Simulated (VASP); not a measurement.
# Ti2SiGe2 (P6/mmm) in VASP: a series of runs

Ti2SiGe2 is run at these levels: PBE; tasks: relaxation of cell and atoms, single point.

Everything below comes from runs of VASP 6.6.1. Logs are shortened: lines on timing, memory, paths and dates and some standing lists are left out, and cuts for length are marked.

### Step 1. The cell of the first run

The structure is hexagonal, space group P6/mmm (No. 191). The conventional cell has a = 3.558 Å, b = 3.558 Å, c = 7.905 Å, α = 90.00°, β = 90.00°, γ = 120.00°. Ti (site symmetry -6m2) has 3 Si at 2.05 Å and 3 Ti at 2.05 Å within 2.7 Å. Si (site symmetry 6/mmm) has 6 Ti at 2.05 Å and 2 Ge at 2.53 Å within 2.7 Å. Within 3.3 Å of Ge (site symmetry 6mm) lie 1 Si at 2.53 Å and 1 Ge at 2.85 Å and 6 Ti at 3.26 Å.

### Step 2. Relaxation of cell and atoms, PBE

File INCAR:

```
ALGO = Normal ; EDIFF = 1E-6
EDIFFG = -0.04 ; ENCUT = 600
GGA = PE ; IBRION = 2
ISIF = 3 ; ISMEAR = 0
LASPH = True ; LCHARG = False
LREAL = False ; LWAVE = False
NELM = 80 ; NSW = 90
PREC = Accurate ; SIGMA = 0.1
```

File KPOINTS:

```
k-points
0
Gamma
  6 6 2
```

File POSCAR:

```
Ti2SiGe2
1.0
    3.5579224100      0.0000000000      0.0000000000
   -1.7789612000      3.0812511900      0.0000000000
    0.0000000000      0.0000000000      7.9053996200
Ti Si Ge
2 1 2
Direct
    0.3333333300      0.6666666700      0.0000000000
    0.6666666700      0.3333333300      0.0000000000
    0.0000000000      0.0000000000      0.0000000000
    0.0000000000      0.0000000000      0.3198549400
    0.0000000000      0.0000000000      0.6801450600
```

Potentials or basis: VASP PAW PBE potentials, release 64 (Ti_sv, Si, Ge_d).

On the command line:

```
$ cat potpaw_PBE.64/Ti_sv/POTCAR potpaw_PBE.64/Si/POTCAR potpaw_PBE.64/Ge_d/POTCAR > POTCAR
$ mpirun -np 1 vasp_std > vasp.out
```

OUTCAR:

```text
EDIFF = 1E-6
   EDIFFG = -0.04
   ENCUT = 600
   GGA = PE
   IBRION = 2
   ISIF = 3
   ISMEAR = 0
   LASPH = True
   LREAL = False
   NELM = 80
   NSW = 90
   PREC = Accurate

 ion  position               nearest neighbor table
   1  0.333  0.667  0.000-   3 2.05   2 2.05   2 2.05   3 2.05   3 2.05   2 2.05
   2  0.667  0.333  0.000-   3 2.05   1 2.05   1 2.05   3 2.05   3 2.05   1 2.05
   3  0.000  0.000  0.000-   1 2.05   2 2.05   1 2.05   2 2.05   2 2.05   1 2.05   4 2.53   5 2.53

   4  0.000  0.000  0.320-   3 2.53   5 2.85
   5  0.000  0.000  0.680-   3 2.53   4 2.85

  LATTYP: Found a hexagonal cell.
 ALAT       =     3.5579224100
 C/A-ratio  =     2.2219145639

  Lattice vectors:

 A1 = (   3.5579224100,   0.0000000000,   0.0000000000)
 A2 = (  -1.7789612000,   3.0812511900,   0.0000000000)
 A3 = (   0.0000000000,   0.0000000000,   7.9053996200)

Analysis of symmetry for initial positions (statically):
=====================================================================
 Subroutine PRICEL returns:
 Original cell was already a primitive cell.

 Routine SETGRP: Setting up the symmetry group for a
 hexagonal supercell.

 Subroutine GETGRP returns: Found 24 space group operations
 (whereof 24 operations were pure point group operations)
 out of a pool of 24 trial point group operations.

The static configuration has the point symmetry D_6h.

Analysis of symmetry for dynamics (positions and initial velocities):
=====================================================================
 Subroutine PRICEL returns:
 Original cell was already a primitive cell.

 Routine SETGRP: Setting up the symmetry group for a
 hexagonal supercell.

 Subroutine GETGRP returns: Found 24 space group operations
 (whereof 24 operations were pure point group operations)
 out of a pool of 24 trial point group operations.

The dynamic configuration has the point symmetry D_6h.

 Subroutine INISYM returns: Found 24 space group operations
 (whereof 24 operations are pure point group operations),
 and found     1 'primitive' translations

----------------------------------------------------------------------------------------

                                     Primitive cell

  volume of cell :      86.6657

  direct lattice vectors                    reciprocal lattice vectors
     3.557922410  0.000000000  0.000000000     0.281062903  0.162271742  0.000000000
    -1.778961200  3.081251190  0.000000000     0.000000000  0.324543485  0.000000000
     0.000000000  0.000000000  7.905399620     0.000000000  0.000000000  0.126495819

  length of vectors
     3.557922410  3.557922406  7.905399620     0.324543485  0.324543485  0.126495819

  position of ions in fractional coordinates (direct lattice)
     0.333333330  0.666666670  0.000000000
     0.666666670  0.333333330  0.000000000
[... 73 lines left out ...]
   LREAL  =      F    real-space projection
   EDIFFG = -.4E-01   stopping-criterion for IOM
   NSW    =     90    number of steps for IOM
   IBRION =      2    ionic relax: 0-MD 1-quasi-New 2-CG
   NFREE  =      1    steps in history (QN), initial steepest desc. (CG)
   ISIF   =      3    stress and relaxation
   ISYM   =      2    0-nonsym 1-usesym 2-fastsym
   POTIM  = 0.5000    time-step for ionic-motion
   TEBEG  =    0.0;   TEEND  =   0.0 temperature during run
   PSTRESS=    0.0 pullay stress
   NELECT =      56.0000    total number of electrons
   NUPDOWN=      -1.0000    fix difference up-down
   EMIN   =  10.00;   EMAX   =-10.00  energy-range for DOS
   EFERMI =   0.00;   METHOD = LEGACY
   ISMEAR =     0;   SIGMA  =   0.10  broadening in eV -4-tet -1-fermi 0-gaus
   EFERMI_NEDOS =   21; number of points for ismear=-14 and -15
   IALGO  =     38    algorithm
   IMIX   =      4    mixing-type and parameters
     AMIX     =   0.40;   BMIX     =  1.00
     AMIX_MAG =   1.60;   BMIX_MAG =  1.00
  volume/ion in A,a.u.               =      17.33       116.97
  Fermi-wavevector in a.u.,A,eV,Ry     =   1.415321  2.674569 27.254297  2.003134
  Thomas-Fermi vector in A             =   2.536772
   LORBIT       =      0    0 simple, 1 ext, 2 COOP (PROOUT), +10 PAW based schemes
   GGA     = PE    functional components
   LHFCALC =     F    Hartree Fock is set to
   AEXX    =    0.0000 exact exchange contribution
   IVDW    =     0    specifies the selected vdW correction
   LEPSILON=     F    determine dielectric tensor
   LRPA    =     F    only Hartree local field effects (RPA)
 conjugate gradient relaxation of ions
 non-spin polarized calculation
 Gauss-broadening in eV      SIGMA  =   0.10
  energy-cutoff  :      600.00
  volume of cell :       86.67
 maximum number of plane-waves:      2907
   NGX = 15   NGY = 15   NGZ = 31

--------------------------------------- Ionic step        1  -------------------------------------------

 number of electron      56.0000013 magnetization

 Free energy of the ion-electron system (eV)
  ---------------------------------------------------
  ext. energy  EPLUGINS =         0.00000000
  ---------------------------------------------------
  free energy    TOTEN  =       -17.96304966 eV

  energy without entropy =      -17.95237454  energy(sigma->0) =      -17.95771210

 E-fermi :   7.4286     XC(G=0): -10.7793

 val. band max:        7.3384118775   @ k =   0.1667   0.1667   0.5000
 cond. band min:       7.5079148411   @ k =   0.3333   0.0000   0.5000
 fundamental gap:      0.1695029636
 Fermi energy:         7.4285625912

 k-point     1 :       0.0000    0.0000    0.0000
  band No.  band energies     occupation
      1     -49.5671      2.00000
      2     -47.5658      2.00000
      3     -27.1320      2.00000
      4     -27.1320      2.00000
      5     -25.1778      2.00000
      6     -23.9436      2.00000
[... 603 lines left out ...]
  FREE ENERGIE OF THE ION-ELECTRON SYSTEM (eV)
  ---------------------------------------------------
  free  energy   TOTEN  =       -27.1373987633 eV

  energy  without entropy=      -27.1189073891  energy(sigma->0) =      -27.12815308

[... ionic steps 4 to 10 ...]

--------------------------------------- Ionic step       11  -------------------------------------------

 number of electron      55.9999992 magnetization

------------------------ aborting loop because EDIFF is reached ----------------------------------------
[... 73 lines left out ...]
--------------------------------------- Ionic step       13  -------------------------------------------

 number of electron      55.9999998 magnetization

 Free energy of the ion-electron system (eV)
  ---------------------------------------------------
  ext. energy  EPLUGINS =         0.00000000
  ---------------------------------------------------
  free energy    TOTEN  =       -27.31066267 eV

  energy without entropy =      -27.29341417  energy(sigma->0) =      -27.30203842

 E-fermi :   3.3935     XC(G=0):  -8.7063

 val. band max:        3.3332492535   @ k =   0.3333   0.0000   0.5000
 cond. band min:       3.4345184382   @ k =   0.3333   0.1667   0.5000
 fundamental gap:      0.1012691847
 Fermi energy:         3.3935316644

 k-point     1 :       0.0000    0.0000    0.0000
  band No.  band energies     occupation
      1     -53.3161      2.00000
      2     -53.0553      2.00000
      3     -29.8563      2.00000
      4     -29.8563      2.00000
      5     -29.6374      2.00000
      6     -29.4356      2.00000
[... 525 lines left out ...]
  FREE ENERGIE OF THE ION-ELECTRON SYSTEM (eV)
  ---------------------------------------------------
  free  energy   TOTEN  =       -27.3106626737 eV

  energy  without entropy=      -27.2934141687  energy(sigma->0) =      -27.30203842

 reached required accuracy - stopping structural energy minimisation
```

OSZICAR:

```text
N       E                     dE             d eps       ncg     rms          rms(c)
DAV:   1     0.678071557042E+03    0.67807E+03   -0.31358E+04  1069   0.401E+03
DAV:   2     0.919197912303E+02   -0.58615E+03   -0.57900E+03   924   0.834E+02
[... 151 lines left out ...]
DAV:   2    -0.273124765896E+02   -0.12540E-03   -0.47401E-02  1293   0.164E+00    0.215E-01
DAV:   3    -0.273109731053E+02    0.15035E-02   -0.15235E-02  1334   0.557E-01    0.126E-01
DAV:   4    -0.273106556770E+02    0.31743E-03   -0.12163E-03  1066   0.245E-01    0.323E-02
DAV:   5    -0.273106598157E+02   -0.41387E-05   -0.30449E-04  1374   0.848E-02    0.308E-02
DAV:   6    -0.273106624015E+02   -0.25858E-05   -0.18573E-05  1100   0.228E-02    0.179E-02
DAV:   7    -0.273106630850E+02   -0.68348E-06   -0.17338E-05  1153   0.205E-02    0.280E-03
DAV:   8    -0.273106626737E+02    0.41125E-06   -0.16883E-06   756   0.815E-03
  13 F= -.27310663E+02 E0= -.27302038E+02  d E =-.659237E-03
```

Wall time 8.8 min (1 thread of Intel Xeon Platinum 8124M at 3.00GHz (Skylake/Cascade Lake), shared host); peak memory 0.25 GiB.

What came out:

```yaml
Free_energy: -27.3107 eV
Relaxed_volume: 27.15 Å³/atom
Relaxed_cell: a = 4.418 Å, b = 4.418 Å, c = 8.031 Å, α = 90.00°, β = 90.00°, γ = 120.00°
Space_group_after_relaxing_to_0.05_Å: P6/mmm (No. 191)
Energy_gained_by_relaxing: 1869.5 meV/atom
Ionic_steps: 13
Pressure_after_relaxing: -0.1 GPa
Largest_force_after_relaxing: 0.029 eV/Å
Band_gap_on_the_k_mesh: zero (band 28 reaches 4.05 eV, above the bottom of band 29 at 2.98 eV)
```

Forces on the atoms (eV/Å):
```
Ti   0.000  0.000  0.000
Ti   0.000  0.000  0.000
Si   0.000  0.000  0.000
Ge   0.000  0.000 -0.029
Ge   0.000  0.000  0.029
```

Step by step:
```tsv
step	energy change (eV)	largest force (eV/Å)	pressure (GPa)	volume (Å³)
1	0.0000	0.8297	59.27	86.67
2	-6.1710	0.8165	-9.43	184.56
3	-9.1743	1.0678	-1.60	133.07
4	-9.1765	1.0729	-1.17	132.05
5	-9.2675	0.4421	0.28	129.17
6	-9.2682	0.3571	0.46	128.87
7	-9.2963	0.2461	0.59	129.55
8	-9.3329	0.0010	1.05	131.37
9	-9.3347	0.0513	1.21	131.83
10	-9.3425	0.1602	-0.77	137.71
11	-9.3470	0.0783	-0.06	135.42
12	-9.3470	0.0806	-0.11	135.49
13	-9.3476	0.0290	-0.08	135.76
```

Final structure:
```
Ti Si Ge
1.0
     4.41805    0.00000    0.00000
    -2.20902    3.82614    0.00000
     0.00000    0.00000    8.03140
Ti Si Ge
2 1 2
Direct
  0.33333 0.66667 0.00000
  0.66667 0.33333 0.00000
  0.00000 0.00000 0.00000
  0.00000 0.00000 0.29352
  0.00000 0.00000 0.70648
```

Levels at points of the mesh, in eV from the Fermi level:
```tsv
k point	band 24	band 25	band 26	band 27	band 28	band 29	band 30	band 31	band 32	band 33
(0.00, 0.00, 0.00)	-0.93	-0.65	0.09	0.09	0.66	0.66	0.67	0.67	1.42	2.09
(0.50, 0.00, 0.00)	-1.63	-1.26	-1.22	-1.21	-0.98	0.11	0.98	1.74	1.83	2.16
(0.00, 0.00, 0.50)	-2.97	0.09	0.09	0.48	0.49	0.49	0.67	0.67	1.85	2.28
(0.50, 0.00, 0.50)	-2.42	-2.00	-1.28	-1.15	-0.59	0.20	1.27	1.43	1.78	1.96
```

Caveat: the k points lie up to 0.39 Å⁻¹ apart in the final cell; the volume moved by over 15 % at a fixed basis, so the end points are rough.

### Step 3. Single point, PBE

This run uses another cell than the first one, of 26.30 Å³/atom, 1.517 times its volume.

File INCAR:

```
PREC = Accurate ; ENCUT = 520
EDIFF = 1E-6 ; ISMEAR = 0
SIGMA = 0.1 ; LREAL = False
LASPH = True ; NELM = 100
ALGO = Normal ; ISIF = 2
LWAVE = False ; LCHARG = False
GGA = PE ; NBANDS = 36
```

File KPOINTS:

```
Automatic mesh
0
Gamma
  12 12 6
```

File POSCAR:

```
Ti2SiGe2
1.0
    4.4343379679      0.0000000000      0.0000000000
   -2.2171689839      3.8402493292      0.0000000000
    0.0000000000      0.0000000000      7.7227535508
Ti Si Ge
2 1 2
Direct
    0.3333333333      0.6666666667      0.0000000000
    0.6666666667      0.3333333333      0.0000000000
    0.0000000000      0.0000000000      0.0000000000
    0.0000000000      0.0000000000      0.3038932621
    0.0000000000      0.0000000000      0.6961067379
```

Potentials or basis: VASP PAW PBE potentials, release 64 (Ti_sv, Si, Ge_d).

On the command line:

```
$ cat potpaw_PBE.64/Ti_sv/POTCAR potpaw_PBE.64/Si/POTCAR potpaw_PBE.64/Ge_d/POTCAR > POTCAR
$ mpirun -np 1 vasp_std > vasp.out
```

Run time: 6.8 min. Hardware: 1 thread of Intel Xeon Platinum 8124M at 3.00GHz (Skylake/Cascade Lake), shared host; peak memory 0.49 GiB.

Results (log left out):

```
Free energy            : -27.4225 eV
Pressure               : 0.0 GPa
Band gap on the k mesh : zero (band 28 reaches 4.32 eV, above the bottom of band 29 at 3.16 eV)
```

Forces in eV/Å, atoms in the order of the input:
```
Ti   0.000  0.000  0.000
Ti   0.000  0.000  0.000
Si   0.000  0.000  0.000
Ge   0.000  0.000  0.002
Ge   0.000  0.000 -0.002
```

Levels at points of the mesh, in eV from the Fermi level:
```tsv
k point	band 24	band 25	band 26	band 27	band 28	band 29	band 30	band 31	band 32	band 33
(0.00, 0.00, 0.00)	-0.79	-0.54	0.04	0.04	0.62	0.62	0.62	0.62	1.31	1.84
(0.50, 0.00, 0.00)	-1.60	-1.32	-1.25	-1.11	-0.94	0.01	0.84	1.74	1.78	2.02
(0.00, 0.00, 0.50)	-3.14	0.04	0.04	0.33	0.33	0.59	0.62	0.62	1.80	2.20
(0.50, 0.00, 0.50)	-2.47	-2.15	-1.36	-1.18	-0.56	0.16	1.18	1.40	1.67	1.74
```
